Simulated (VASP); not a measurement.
# ZrBiSe3 (P3m1) in VASP: further runs, part 2 of 2

VASP 6.6.1. The steps go on from the part before.

**5. Single point, PBE+D3(BJ)**

This run uses another cell than the first one, of 27.22 Å³/atom, 0.995 times its volume.

INCAR reads:

```
PREC = Accurate
ENCUT = 520
EDIFF = 1E-6
ISMEAR = 0
SIGMA = 0.1
LREAL = False
LASPH = True
NELM = 100
ALGO = Normal
ISIF = 2
LWAVE = False
LCHARG = True
GGA = PE
IVDW = 12
LELF = True
LVHAR = True
NBANDS = 30
```

KPOINTS reads:

```
Automatic mesh
0
Gamma
  12 12 4
```

POSCAR reads:

```
ZrBiSe3
1.0
    3.5943812126      0.0000000000      0.0000000000
   -1.7971906063      3.1128254409      0.0000000000
    0.0000000000      0.0000000000     12.1628067760
Zr Bi Se
1 1 3
Direct
    0.6666666667      0.3333333333      0.3843905302
    0.0000000000      0.0000000000      0.7970591726
    0.0000000000      0.0000000000      0.0112421752
    0.3333333333      0.6666666667      0.2486082377
    0.0000000000      0.0000000000      0.5227326843
```

Command:

```bash
$ cat potpaw_PBE.64/Zr_sv/POTCAR potpaw_PBE.64/Bi_d/POTCAR potpaw_PBE.64/Se/POTCAR > POTCAR
$ mpirun -np 1 vasp_std > vasp.out
```

It took 2.8 min on 1 thread of Intel Xeon 6975P-C (Granite Rapids), shared host; peak memory 0.46 GiB.

It converged, with:

```
Free energy                : -28.2588 eV
Pressure                   : 0.1 GPa
Largest force              : 0.029 eV/Å
Dispersion energy per atom : -0.398 eV
```

Forces on the atoms (eV/Å):
```
Zr   0.000  0.000  0.004
Bi   0.000  0.000 -0.016
Se   0.000  0.000  0.015
Se   0.000  0.000 -0.029
Se   0.000  0.000  0.025
```

Levels at points of the mesh, in eV from the Fermi level:
```tsv
k point	band 19	band 20	band 21	band 22	band 23	band 24	band 25	band 26	band 27	band 28
(0.00, 0.00, 0.00)	0.00	0.00	0.82	0.82	1.10	1.10	1.35	2.64	4.24	4.24
(0.50, 0.00, 0.00)	-2.63	-1.96	-1.23	-1.16	-0.19	-0.15	2.40	3.01	3.26	3.67
(0.00, 0.00, 0.50)	0.00	0.00	0.64	0.83	0.83	1.10	1.10	2.60	4.14	4.14
(0.50, 0.00, 0.50)	-2.51	-1.91	-1.69	-1.14	-0.18	-0.05	2.44	3.01	3.37	3.65
```

Caveat: spin-orbit coupling is left out, which moves the levels of the heavy elements; pairwise dispersion overbinds metals, which lowers pressure and volume.

**6. Single point, PBE+D3(BJ), collinear spin, ferromagnetic start**

INCAR reads:

```
SYSTEM = ZrBiSe3
PREC     = Accurate       ! precision mode
ENCUT    = 520            ! plane-wave cutoff, eV
EDIFF    = 1E-6           ! SCF threshold, eV
ISMEAR   = 0              ! smearing method
SIGMA    = 0.1            ! smearing width, eV
LREAL    = .False.        ! projectors in reciprocal space
LASPH    = .True.         ! aspherical terms in the spheres
NELM     = 150            ! most SCF steps
ALGO     = Normal         ! electronic algorithm
ISIF     = 2              ! what is computed and relaxed
LWAVE    = .False.        ! write WAVECAR
LCHARG   = .False.        ! write CHGCAR
ISPIN    = 2              ! spin polarisation
MAGMOM   = 1 0 0 0 0      ! initial moments
LORBIT   = 11             ! projections on sites
LMAXMIX  = 4              ! l up to which the mixer works
GGA      = PE             ! functional
IVDW     = 12             ! dispersion correction
NBANDS   = 34             ! bands
```

KPOINTS reads:

```
Automatic mesh
0
Gamma
  6 6 2
  0 0 0
```

POSCAR reads:

```
ZrBiSe3
1.0
    3.6118404465      0.0000000000      0.0000000000
   -1.8059202233      3.1279455811      0.0000000000
    0.0000000000      0.0000000000     12.1115032478
Zr Bi Se
1 1 3
Direct
    0.6666666667      0.3333333333      0.3841555933
    0.0000000000      0.0000000000      0.7982768593
    0.0000000000      0.0000000000      0.0109714185
    0.3333333333      0.6666666667      0.2481686616
    0.0000000000      0.0000000000      0.5224602673
```

Potentials or basis: VASP PAW PBE potentials, release 64 (Zr_sv, Bi_d, Se).

Command:

```bash
$ cat potpaw_PBE.64/Zr_sv/POTCAR potpaw_PBE.64/Bi_d/POTCAR potpaw_PBE.64/Se/POTCAR > POTCAR
$ mpirun -np 1 vasp_std > vasp.out
```

OUTCAR:

```text
SYSTEM = ZrBiSe3
   PREC = Accurate
   ENCUT = 520
   EDIFF = 1E-6
   ISMEAR = 0
   LREAL = .False.
   LASPH = .True.
   NELM = 150
   ISIF = 2
   ISPIN = 2
   LORBIT = 11
   GGA = PE
   IVDW = 12
 IVDW          = 12

 ion  position               nearest neighbor table
   1  0.667  0.333  0.384-   4 2.66   4 2.66   4 2.66   5 2.67   5 2.67   5 2.67
   2  0.000  0.000  0.798-   3 2.58   5 3.34
   3  0.000  0.000  0.011-   2 2.58
   4  0.333  0.667  0.248-   1 2.66   1 2.66   1 2.66
   5  0.000  0.000  0.522-   1 2.67   1 2.67   1 2.67   2 3.34

  LATTYP: Found a hexagonal cell.
 ALAT       =     3.6118404465
 C/A-ratio  =     3.3532774848

  Lattice vectors:

 A1 = (   3.6118404465,   0.0000000000,   0.0000000000)
 A2 = (  -1.8059202233,   3.1279455811,   0.0000000000)
 A3 = (   0.0000000000,   0.0000000000,  12.1115032478)

Analysis of symmetry for initial positions (statically):
=====================================================================
 Subroutine PRICEL returns:
 Original cell was already a primitive cell.

 Routine SETGRP: Setting up the symmetry group for a
 hexagonal supercell.

 Subroutine GETGRP returns: Found  6 space group operations
 (whereof  6 operations were pure point group operations)
 out of a pool of 24 trial point group operations.

The static configuration has the point symmetry C_3v.

Analysis of symmetry for dynamics (positions and initial velocities):
=====================================================================
 Subroutine PRICEL returns:
 Original cell was already a primitive cell.

 Routine SETGRP: Setting up the symmetry group for a
 hexagonal supercell.

 Subroutine GETGRP returns: Found  6 space group operations
 (whereof  6 operations were pure point group operations)
 out of a pool of 24 trial point group operations.

The dynamic configuration has the point symmetry C_3v.

Analysis of structural, dynamic, and magnetic symmetry:
=====================================================================
 Subroutine PRICEL returns:
 Original cell was already a primitive cell.

 Routine SETGRP: Setting up the symmetry group for a
 hexagonal supercell.

 Subroutine GETGRP returns: Found  6 space group operations
 (whereof  6 operations were pure point group operations)
 out of a pool of 24 trial point group operations.

The overall configuration has the point symmetry C_3v.

 Subroutine INISYM returns: Found  6 space group operations
 (whereof  6 operations are pure point group operations),
 and found     1 'primitive' translations

----------------------------------------------------------------------------------------

                                     Primitive cell

  volume of cell :     136.8314

  direct lattice vectors                    reciprocal lattice vectors
     3.611840447  0.000000000  0.000000000     0.276867158  0.159849328  0.000000000
    -1.805920223  3.127945581  0.000000000     0.000000000  0.319698657  0.000000000
     0.000000000  0.000000000 12.111503248     0.000000000  0.000000000  0.082566134

  length of vectors
     3.611840447  3.611840447 12.111503248     0.319698657  0.319698657  0.082566134

  position of ions in fractional coordinates (direct lattice)
     0.666666667  0.333333333  0.384155593
[... 76 lines left out ...]
   NSW    =      0    number of steps for IOM
   IBRION =     -1    ionic relax: 0-MD 1-quasi-New 2-CG
   NFREE  =      0    steps in history (QN), initial steepest desc. (CG)
   ISIF   =      2    stress and relaxation
   ISYM   =      2    0-nonsym 1-usesym 2-fastsym
   POTIM  = 0.5000    time-step for ionic-motion
   TEBEG  =    0.0;   TEEND  =   0.0 temperature during run
   PSTRESS=    0.0 pullay stress
   NELECT =      45.0000    total number of electrons
   NUPDOWN=      -1.0000    fix difference up-down
   EMIN   =  10.00;   EMAX   =-10.00  energy-range for DOS
   EFERMI =   0.00;   METHOD = LEGACY
   ISMEAR =     0;   SIGMA  =   0.10  broadening in eV -4-tet -1-fermi 0-gaus
   EFERMI_NEDOS =   21; number of points for ismear=-14 and -15
   IALGO  =     38    algorithm
   IMIX   =      4    mixing-type and parameters
     AMIX     =   0.40;   BMIX     =  1.00
     AMIX_MAG =   1.60;   BMIX_MAG =  1.00
  volume/ion in A,a.u.               =      27.37       184.68
  Fermi-wavevector in a.u.,A,eV,Ry     =   1.130014  2.135416 17.373703  1.276931
  Thomas-Fermi vector in A             =   2.266709
   LORBIT       =     11    0 simple, 1 ext, 2 COOP (PROOUT), +10 PAW based schemes
   GGA     = PE    functional components
   LHFCALC =     F    Hartree Fock is set to
   AEXX    =    0.0000 exact exchange contribution
   IVDW    =    12    specifies the selected vdW correction
   LEPSILON=     F    determine dielectric tensor
   LRPA    =     F    only Hartree local field effects (RPA)
 spin polarized calculation
 Gauss-broadening in eV      SIGMA  =   0.10
  energy-cutoff  :      520.00
  volume of cell :      136.83
 maximum number of plane-waves:      3717
 NGX is ok and might be reduce to    28
   NGX = 13   NGY = 13   NGZ = 45

 number of electron      44.9999997 magnetization       0.0080518

 number of electron      44.9999997 magnetization      -0.0197135

 Free energy of the ion-electron system (eV)
  ---------------------------------------------------
  ext. energy  EPLUGINS =         0.00000000
  ---------------------------------------------------
  free energy    TOTEN  =       -26.27380735 eV

  energy without entropy =      -26.25310042  energy(sigma->0) =      -26.26345389

 E-fermi :   4.6221     XC(G=0):  -9.5019

 val. band max:        4.6219626464   @ k =   0.3333   0.0000   0.5000
 cond. band min:       4.6339982088   @ k =   0.3333   0.0000   0.0000
 fundamental gap:      0.0120355624
 Fermi energy:         4.6221255087

 spin component 1

 k-point     1 :       0.0000    0.0000    0.0000
  band No.  band energies     occupation
      1     -44.7214      1.00000
      2     -22.8140      1.00000
      3     -22.6578      1.00000
      4     -22.6578      1.00000
      5     -18.1880      1.00000
      6     -18.1709      1.00000
[... 507 lines left out ...]
     33      11.5124      0.00000
     34      12.9519      0.00000
 Fermi energy:         4.6221255087

 spin component 2

 k-point     1 :       0.0000    0.0000    0.0000
  band No.  band energies     occupation
      1     -44.7212      1.00000
      2     -22.8137      1.00000
      3     -22.6575      1.00000
      4     -22.6575      1.00000
      5     -18.1883      1.00000
      6     -18.1713      1.00000
[... 507 lines left out ...]
     33      11.5103      0.00000
     34      12.9523      0.00000

------------------------ aborting loop because EDIFF is reached ----------------------------------------

 Edisp (eV)   -1.97757

 E8    (eV) :    -0.9004

  FORCE on cell =-STRESS in cart. coord.  units (eV):
  Direction    XX          YY          ZZ          XY          YZ          ZX
  --------------------------------------------------------------------------------------
  -------------------------------------------------------------------------------------
  Total       0.01159     0.01159     0.08419    -0.00000    -0.00000    -0.00000
  in kB       0.13575     0.13575     0.98582    -0.00000    -0.00000    -0.00000
  external pressure =        0.42 kB  Pullay stress =        0.00 kB

 VOLUME and BASIS-vectors are now :
 -----------------------------------------------------------------------------
  energy-cutoff  :      520.00
  volume of cell :      136.83
      direct lattice vectors                 reciprocal lattice vectors
     3.611840447  0.000000000  0.000000000     0.276867158  0.159849328  0.000000000
    -1.805920223  3.127945581  0.000000000     0.000000000  0.319698657  0.000000000
     0.000000000  0.000000000 12.111503248     0.000000000  0.000000000  0.082566134

 POSITION                                       TOTAL-FORCE (eV/Angst)
 -----------------------------------------------------------------------------------
      1.80592      1.04265      4.65270         0.000000      0.000000     -0.013694
      0.00000      0.00000      9.66833        -0.000000     -0.000000     -0.012997
      0.00000      0.00000      0.13288        -0.000000     -0.000000      0.018534
     -0.00000      2.08530      3.00570         0.000000     -0.000000     -0.013056
      0.00000      0.00000      6.32778        -0.000000     -0.000000      0.021213
 -----------------------------------------------------------------------------------
    total drift:                               -0.000000      0.000000      0.000897

  FREE ENERGIE OF THE ION-ELECTRON SYSTEM (eV)
  ---------------------------------------------------
  free  energy   TOTEN  =       -28.2513764066 eV

  energy  without entropy=      -28.2306694697  energy(sigma->0) =      -28.24102294

 total charge

# of ion       s       p       d       tot
------------------------------------------
    1        2.172   6.015   1.544   9.731
    2        1.550   1.251   9.927  12.727
    3        1.506   2.157   0.022   3.685
    4        1.472   2.387   0.037   3.895
    5        1.462   2.417   0.033   3.912
--------------------------------------------------
tot          8.161  14.226  11.563  33.950

 magnetization (x)

# of ion       s       p       d       tot
------------------------------------------
    1        0.000  -0.000   0.000   0.000
    2       -0.000  -0.001  -0.000  -0.001
    3       -0.000  -0.010  -0.000  -0.011
    4       -0.000  -0.000  -0.000  -0.000
    5       -0.000  -0.000   0.000  -0.000
--------------------------------------------------
tot         -0.000  -0.011   0.000  -0.012
```

It took 96 s on 1 thread of Intel Xeon 6975P-C (Granite Rapids), shared host; peak memory 0.37 GiB.

Results:

* Free energy: -28.2514 eV
* Pressure: 0.0 GPa
* Largest force: 0.021 eV/Å
* Net moment: -0.02 μB per cell
* Valence electrons inside the program's atomic spheres: Zr 9.73; Bi 12.73; Se 3.69, 3.90, 3.91
* Dispersion energy per atom: -0.396 eV

Forces on the atoms (eV/Å):
```
Zr   0.000  0.000 -0.014
Bi   0.000  0.000 -0.013
Se   0.000  0.000  0.019
Se   0.000  0.000 -0.013
Se   0.000  0.000  0.021
```

Stress tensor (GPa, compression positive):
```
0.01 0.00 0.00
0.00 0.01 0.00
0.00 0.00 0.10
```

Levels at points of the mesh, in eV from the Fermi level:
Spin up:
```
           k point  band 21  band 22  band 23  band 24  band 25  band 26
(0.00, 0.00, 0.00)     0.77     0.77     1.08     1.08     1.38     2.77
(0.50, 0.00, 0.00)    -1.22    -1.18    -0.19    -0.15     2.34     2.96
(0.00, 0.00, 0.50)     0.72     0.78     0.78     1.08     1.08     2.66
(0.50, 0.00, 0.50)    -1.63    -1.16    -0.22    -0.01     2.38     2.96
```
Spin down:
```
           k point  band 19  band 20  band 21  band 22  band 23  band 24  band 25  band 26  band 27  band 28
(0.00, 0.00, 0.00)    -0.03    -0.03     0.75     0.75     1.08     1.08     1.39     2.76     4.21     4.21
(0.50, 0.00, 0.00)    -2.64    -1.90    -1.22    -1.18    -0.20    -0.15     2.33     2.96     3.26     3.69
(0.00, 0.00, 0.50)    -0.04    -0.04     0.72     0.77     0.77     1.08     1.08     2.66     4.10     4.10
(0.50, 0.00, 0.50)    -2.48    -1.92    -1.63    -1.16    -0.23    -0.01     2.38     2.96     3.36     3.69
```

Caveat: spin-orbit coupling is left out, which moves the levels of the heavy elements; pairwise dispersion overbinds metals, which lowers pressure and volume.

**7. Overview**

| task | spin | cell | k mesh | cutoff (eV) | gap on the mesh (eV) | pressure (GPa) | largest force (eV/Å) |
| --- | --- | --- | --- | --- | --- | --- | --- |
| single point | off | a = 3.612, b = 3.612, c = 12.112 Å, angles 90.0, 90.0, 120.0°, 5 atoms | 6 × 6 × 2 | 520 | none | 0.0 | 0.02 |
| single point | off | a = 3.877, b = 3.877, c = 11.210 Å, angles 90.0, 90.0, 120.0°, 5 atoms | 6 × 6 × 2 | 520 | none | -1.4 | 3.33 |
| relaxation of cell and atoms | off | relaxed from a = 3.877, b = 3.877, c = 11.210 Å, angles 90.0, 90.0, 120.0°, 5 atoms | 6 × 6 × 2 | 600 | none | 0.0 | 0.04 |
| single point | off | a = 3.594, b = 3.594, c = 12.163 Å, angles 90.0, 90.0, 120.0°, 5 atoms | 12 × 12 × 4 | 520 | none | 0.1 | 0.03 |
| single point | collinear, ferromagnetic start | a = 3.612, b = 3.612, c = 12.112 Å, angles 90.0, 90.0, 120.0°, 5 atoms | 6 × 6 × 2 | 520 | none | 0.0 | 0.02 |

Alike in all rows: level PBE+D3(BJ); potentials or basis VASP PAW PBE potentials, release 64 (Zr_sv, Bi_d, Se); smearing gaussian 0.1 eV.

Caveats: spin-orbit coupling is left out, which moves the levels of the heavy elements; pairwise dispersion overbinds metals, which lowers pressure and volume (some runs); forces of over 1 eV/Å act on the atoms, so gaps and moduli don't describe the material at rest (some runs).

Absolute energies hang on the potentials; compare differences alone.
